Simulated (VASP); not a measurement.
# C in VASP: single point with PBE

Aim: the single point of C with PBE.

Program: VASP 6.6.1. These are calculated values, not measurements. Logs are shortened: lines on timing, memory, paths and dates and some standing lists are left out, and cuts for length are marked.

## Step 1: The cell of the first run

The cell holds a slab with vacuum, 19 atoms: a = 7.398 Å, b = 7.398 Å, c = 13.000 Å, α = 90.00°, β = 90.00°, γ = 120.00°.

## Step 2: Single point, PBE, collinear spin

Contents of INCAR:

```
ALGO     = Normal         # electronic algorithm
EDIFF    = 1E-6           # SCF threshold, eV
ENCUT    = 520            # plane-wave cutoff, eV
GGA      = PE             # functional
ISIF     = 2              # what is computed and relaxed
ISMEAR   = -1             # smearing method
ISPIN    = 2              # spin polarisation
LASPH    = T              # aspherical terms in the spheres
LCHARG   = T              # write CHGCAR
LELF     = T              # ELF
LORBIT   = 11             # projections on sites
LREAL    = Auto         
LVHAR    = T            
LWAVE    = F              # write WAVECAR
MAGMOM   = 0 0 0 0 0 0 0 0 0 0 0 0 0 0 0 0 0 0 1 # initial moments
NBANDS   = 57             # bands
NELM     = 150            # most SCF steps
PREC     = Accurate       # precision mode
SIGMA    = 0.05           # smearing width, eV
```

Contents of KPOINTS:

```
k-points
0
Gamma
  2 2 1
```

Contents of POSCAR:

```
C
1.0
    7.3980000000      0.0000000000      0.0000000000
   -3.6990000000      6.4068560000      0.0000000000
    0.0000000000      0.0000000000     13.0000000000
C
19
Direct
    0.0030888928     -0.0043513010      0.0705002934
    0.2229564452      0.1055425590      0.0700009201
    0.0046113823      0.3260445741      0.0761565751
    0.2234306879      0.4387894577      0.0690455263
    0.0046165994      0.6667903467      0.0757949444
    0.2233804308      0.7726793047      0.0685723688
    0.3351026098     -0.0053582575      0.0685980473
    0.5538329767      0.1005139702      0.0758190565
    0.3351637877      0.3285528157      0.0691836419
    0.5539502823      0.4413195332      0.0765174120
    0.3355530544      0.6617987554      0.0699197049
    0.5554332364      0.7717104800      0.0705266149
    0.6670916987     -0.0057816312      0.0737932676
    0.8913305116      0.1064218272      0.0740245115
    0.6595297346      0.3235029513      0.0987504972
    0.8990097868      0.4437235355      0.0984931921
    0.6671969251      0.6609276774      0.0741569761
    0.8913860726      0.7731151164      0.0738213929
    0.7796970847      0.3835270852      0.1994023567
```

Potentials or basis: VASP PAW PBE potentials, release 64 (C).

Started as:

```
$ cat potpaw_PBE.64/C/POTCAR > POTCAR
$ mpirun -np 1 vasp_std > vasp.out
```

OUTCAR:

```text
EDIFF = 1E-6
   ENCUT = 520
   GGA = PE
   ISIF = 2
   ISMEAR = -1
   ISPIN = 2
   LASPH = T
   LORBIT = 11
   LREAL = Auto
   NELM = 150
   PREC = Accurate

 ion  position               nearest neighbor table
   1  0.003  0.996  0.071-   2 1.41  18 1.43  14 1.43
   2  0.223  0.106  0.070-   1 1.41   9 1.43   7 1.43
   3  0.005  0.326  0.076-   4 1.41  14 1.41  16 1.46
   4  0.223  0.439  0.069-   3 1.41   9 1.42  11 1.43
   5  0.005  0.667  0.076-   6 1.40  18 1.41  16 1.46
   6  0.223  0.773  0.069-   5 1.40   7 1.42  11 1.43
   7  0.335  0.995  0.069-   8 1.40   6 1.42   2 1.43
   8  0.554  0.101  0.076-   7 1.40  13 1.41  15 1.46
   9  0.335  0.329  0.069-  10 1.41   4 1.42   2 1.43
  10  0.554  0.441  0.077-   9 1.41  17 1.41  15 1.46
  11  0.336  0.662  0.070-  12 1.41   4 1.43   6 1.43
  12  0.555  0.772  0.071-  11 1.41  13 1.43  17 1.43
  13  0.667  0.994  0.074-   8 1.41  12 1.43  14 1.44
  14  0.891  0.106  0.074-   3 1.41   1 1.43  13 1.44
  15  0.660  0.324  0.099-   8 1.46  10 1.46  19 1.52  16 1.53
  16  0.899  0.444  0.098-   5 1.46   3 1.46  19 1.52  15 1.53
  17  0.667  0.661  0.074-  10 1.41  12 1.43  18 1.44
  18  0.891  0.773  0.074-   5 1.41   1 1.43  17 1.44
  19  0.780  0.384  0.199-  15 1.52  16 1.52

  LATTYP: Found a hexagonal cell.
 ALAT       =     7.3980000000
 C/A-ratio  =     1.7572316842

  Lattice vectors:

 A1 = (   7.3980000000,   0.0000000000,   0.0000000000)
 A2 = (  -3.6990000000,   6.4068560000,   0.0000000000)
 A3 = (   0.0000000000,   0.0000000000,  13.0000000000)

Analysis of symmetry for initial positions (statically):
=====================================================================
 Subroutine PRICEL returns:
 Original cell was already a primitive cell.

 Routine SETGRP: Setting up the symmetry group for a
 hexagonal supercell.

 Subroutine GETGRP returns: Found  1 space group operations
 (whereof  1 operations were pure point group operations)
 out of a pool of 24 trial point group operations.

The static configuration has the point symmetry C_1 .

Analysis of symmetry for dynamics (positions and initial velocities):
=====================================================================
 Subroutine PRICEL returns:
 Original cell was already a primitive cell.

 Routine SETGRP: Setting up the symmetry group for a
 hexagonal supercell.

 Subroutine GETGRP returns: Found  1 space group operations
 (whereof  1 operations were pure point group operations)
 out of a pool of 24 trial point group operations.

The dynamic configuration has the point symmetry C_1 .

Analysis of structural, dynamic, and magnetic symmetry:
=====================================================================
 Subroutine PRICEL returns:
 Original cell was already a primitive cell.

 Routine SETGRP: Setting up the symmetry group for a
 hexagonal supercell.

 Subroutine GETGRP returns: Found  1 space group operations
 (whereof  1 operations were pure point group operations)
 out of a pool of 24 trial point group operations.

The overall configuration has the point symmetry C_1 .

 Subroutine INISYM returns: Found  1 space group operations
 (whereof  1 operations are pure point group operations),
 and found     1 'primitive' translations

----------------------------------------------------------------------------------------

                                     Primitive cell

  volume of cell :     616.1730

  direct lattice vectors                    reciprocal lattice vectors
     7.398000000  0.000000000  0.000000000     0.135171668  0.078041398  0.000000000
    -3.699000000  6.406856000  0.000000000     0.000000000  0.156082796  0.000000000
     0.000000000  0.000000000 13.000000000     0.000000000  0.000000000  0.076923077

  length of vectors
     7.398000000  7.398000054 13.000000000     0.156082797  0.156082796  0.076923077

  position of ions in fractional coordinates (direct lattice)
     0.003088893  0.995648699  0.070500293
     0.222956445  0.105542559  0.070000920
[... 72 lines left out ...]
   k-points           NKPTS =      4   k-points in BZ     NKDIM =      4   number of bands    NBANDS=     57
   number of dos      NEDOS =    301   number of ions     NIONS =     19
   total plane-waves  NPLWV = 307328
   dimension x,y,z NGX =    56 NGY =   56 NGZ =   98
   dimension x,y,z NGXF=   112 NGYF=  112 NGZF=  196
   ions per type =              19
   NGX,Y,Z   is equivalent  to a cutoff of  12.58, 12.58, 12.53 a.u.
   NGXF,Y,Z  is equivalent  to a cutoff of  25.17, 25.17, 25.06 a.u.
 SYSTEM =  unknown system
   PREC   = accura    normal or accurate (medium, high low for compatibility)
   ISTART =      0    job   : 0-new  1-cont  2-samecut
   ICHARG =      2    charge: 1-file 2-atom 10-const
   ISPIN  =      2    spin polarized calculation?
   LNONCOLLINEAR =      F non collinear calculations
   LSORBIT =      F    spin-orbit coupling
   LASPH  =      T    aspherical Exc in radial PAW
   ENCUT  =  520.0 eV  38.22 Ry    6.18 a.u.  13.76 13.76 24.17*2*pi/ulx,y,z
   NELM   =    150;   NELMIN=  2; NELMDL= -5     # of ELM steps
   EDIFF  = 0.1E-05   stopping-criterion for ELM
   LREAL  =      T    real-space projection
   EDIFFG = 0.1E-04   stopping-criterion for IOM
   NSW    =      0    number of steps for IOM
   IBRION =     -1    ionic relax: 0-MD 1-quasi-New 2-CG
   NFREE  =      0    steps in history (QN), initial steepest desc. (CG)
   ISIF   =      2    stress and relaxation
   ISYM   =      2    0-nonsym 1-usesym 2-fastsym
   POTIM  = 0.5000    time-step for ionic-motion
   TEBEG  =    0.0;   TEEND  =   0.0 temperature during run
   PSTRESS=    0.0 pullay stress
   NELECT =      76.0000    total number of electrons
   NUPDOWN=      -1.0000    fix difference up-down
   EMIN   =  10.00;   EMAX   =-10.00  energy-range for DOS
   EFERMI =   0.00;   METHOD = LEGACY
   ISMEAR =    -1;   SIGMA  =   0.05  broadening in eV -4-tet -1-fermi 0-gaus
   EFERMI_NEDOS =   21; number of points for ismear=-14 and -15
   IALGO  =     38    algorithm
   IMIX   =      4    mixing-type and parameters
     AMIX     =   0.40;   BMIX     =  1.00
     AMIX_MAG =   1.60;   BMIX_MAG =  1.00
  volume/ion in A,a.u.               =      32.43       218.85
  Fermi-wavevector in a.u.,A,eV,Ry     =   0.814914  1.539964  9.035424  0.664085
  Thomas-Fermi vector in A             =   1.924907
   LORBIT       =     11    0 simple, 1 ext, 2 COOP (PROOUT), +10 PAW based schemes
   GGA     = PE    functional components
   LHFCALC =     F    Hartree Fock is set to
   AEXX    =    0.0000 exact exchange contribution
   IVDW    =     0    specifies the selected vdW correction
   LEPSILON=     F    determine dielectric tensor
   LRPA    =     F    only Hartree local field effects (RPA)
 spin polarized calculation
  energy-cutoff  :      520.00
  volume of cell :      616.17
 maximum number of plane-waves:     16651
 NGX is ok and might be reduce to    56
   NGX = 27   NGY = 27   NGZ = 49

 number of electron      76.0000000 magnetization       0.5137664

 Free energy of the ion-electron system (eV)
  ---------------------------------------------------
  ext. energy  EPLUGINS =         0.00000000
  ---------------------------------------------------
  free energy    TOTEN  =      -168.70451067 eV

  energy without entropy =     -168.66469734  energy(sigma->0) =     -168.68460400

 E-fermi :  -2.4072     XC(G=0):  -3.5505

 val. band max:       -2.4190441733   @ k =   0.5000   0.5000   0.0000
 cond. band min:      -2.2775225588   @ k =   0.0000   0.0000   0.0000
 fundamental gap:      0.1415216145
 Fermi energy:        -2.4071978677

 spin component 1

 k-point     1 :       0.0000    0.0000    0.0000
  band No.  band energies     occupation
      1     -22.1272      1.00000
      2     -20.3891      1.00000
      3     -19.3668      1.00000
      4     -19.3149      1.00000
      5     -19.2572      1.00000
      6     -19.1901      1.00000
[... 201 lines left out ...]
     49       3.6402      0.00000
     50       3.9501      0.00000
 Fermi energy:        -2.4071978677

 spin component 2

 k-point     1 :       0.0000    0.0000    0.0000
  band No.  band energies     occupation
      1     -22.0834      1.00000
      2     -20.3149      1.00000
      3     -19.3518      1.00000
      4     -19.2991      1.00000
      5     -19.2344      1.00000
      6     -19.1811      1.00000
[... 201 lines left out ...]
     49       3.6639      0.00000
     50       3.9685      0.00000
 [bands above 50 left out]

------------------------ aborting loop because EDIFF is reached ----------------------------------------

  FORCE on cell =-STRESS in cart. coord.  units (eV):
  Direction    XX          YY          ZZ          XY          YZ          ZX
  --------------------------------------------------------------------------------------
  -------------------------------------------------------------------------------------
  Total        4.4228338      5.4985643      0.3807970     -0.8382527      0.0081864     -0.0045433
  in kB       11.5002838     14.2974060      0.9901511     -2.1796306      0.0212864     -0.0118135
  external PRESSURE =       8.9292803 kB  Pullay stress =       0.0000000 kB

 VOLUME and BASIS-vectors are now :
 -----------------------------------------------------------------------------
  energy-cutoff  :      520.00
  volume of cell :      616.17
      direct lattice vectors                 reciprocal lattice vectors
     7.398000000  0.000000000  0.000000000     0.135171668  0.078041398  0.000000000
    -3.699000000  6.406856000  0.000000000     0.000000000  0.156082796  0.000000000
     0.000000000  0.000000000 13.000000000     0.000000000  0.000000000  0.076923077

 POSITION                                       TOTAL-FORCE (eV/Angst)
 -----------------------------------------------------------------------------------
     -3.66005      6.37898      0.91650        -0.028807     -0.019544     -0.001272
      1.25903      0.67620      0.91001         0.050655      0.031231     -0.022391
     -1.17192      2.08892      0.99004        -0.115112     -0.000358     -0.046769
      0.02986      2.81126      0.89759         0.090015      0.014328     -0.018742
     -2.43230      4.27203      0.98533        -0.047333     -0.112653     -0.036556
     -1.20557      4.95045      0.89144         0.053542      0.070016     -0.012203
[... 11 lines left out ...]
      3.73472      4.95324      0.95968         0.088902      0.045738      0.014069
      4.34953      2.45720      2.59223        -0.005374      0.000362      0.326073
 -----------------------------------------------------------------------------------
    total drift:                                0.004229      0.005864     -0.014949

  FREE ENERGIE OF THE ION-ELECTRON SYSTEM (eV)
  ---------------------------------------------------
  free  energy   TOTEN  =      -168.7045106701 eV

  energy  without entropy=     -168.6646973380  energy(sigma->0) =     -168.68460400

 total charge

# of ion       s       p       d       tot
------------------------------------------
    1        0.863   1.792   0.000   2.655
    2        0.861   1.797   0.000   2.658
    3        0.866   1.780   0.000   2.645
    4        0.866   1.790   0.000   2.656
    5        0.866   1.780   0.000   2.646
    6        0.866   1.790   0.000   2.656
[... 11 lines left out ...]
   18        0.862   1.786   0.000   2.648
   19        0.986   1.301   0.000   2.288
--------------------------------------------------
tot         16.491  33.507   0.000  49.999

 magnetization (x)

# of ion       s       p       d       tot
------------------------------------------
    1       -0.000  -0.001   0.000  -0.001
    2        0.000   0.003   0.000   0.003
    3        0.003   0.008   0.000   0.010
    4        0.000   0.006   0.000   0.006
    5        0.003   0.008   0.000   0.010
    6        0.000   0.006   0.000   0.006
[... 11 lines left out ...]
   18        0.000   0.009   0.000   0.009
   19        0.011   0.164   0.000   0.174
--------------------------------------------------
tot          0.022   0.248   0.000   0.270
```

Wall time 22 min (1 thread of Intel Xeon 8259CL, shared host); peak memory 0.92 GiB.

Results:

| Quantity | Value |
| --- | --- |
| Free energy | -168.7045 eV |
| Largest force | 0.326 eV/Å |
| Net moment | 0.51 μB per cell |
| Site moments | C -0.00, +0.00, +0.01, -0.01, +0.17 (each value once) μB |
| Valence electrons inside the program's atomic spheres | C 2.65, 2.66, 2.64, 2.29 (each value once) |

Forces on the atoms (eV/Å):
```
C   -0.029 -0.020 -0.001
C    0.051  0.031 -0.022
C   -0.115  0.000 -0.047
C    0.090  0.014 -0.019
C   -0.047 -0.113 -0.037
C    0.054  0.070 -0.012
C   -0.062 -0.072 -0.011
C    0.050  0.105 -0.027
C   -0.083 -0.007 -0.014
C    0.105 -0.012 -0.057
C   -0.044 -0.030 -0.016
C    0.026  0.014 -0.008
C   -0.076 -0.039  0.000
C    0.074  0.061  0.008
C   -0.122 -0.053 -0.045
C    0.127  0.072 -0.031
C   -0.082 -0.068  0.000
C    0.089  0.046  0.014
C   -0.005  0.000  0.326
```

Caveat: the k points lie up to 0.49 Å⁻¹ apart; there is no dipole correction, which matters where the two faces differ.
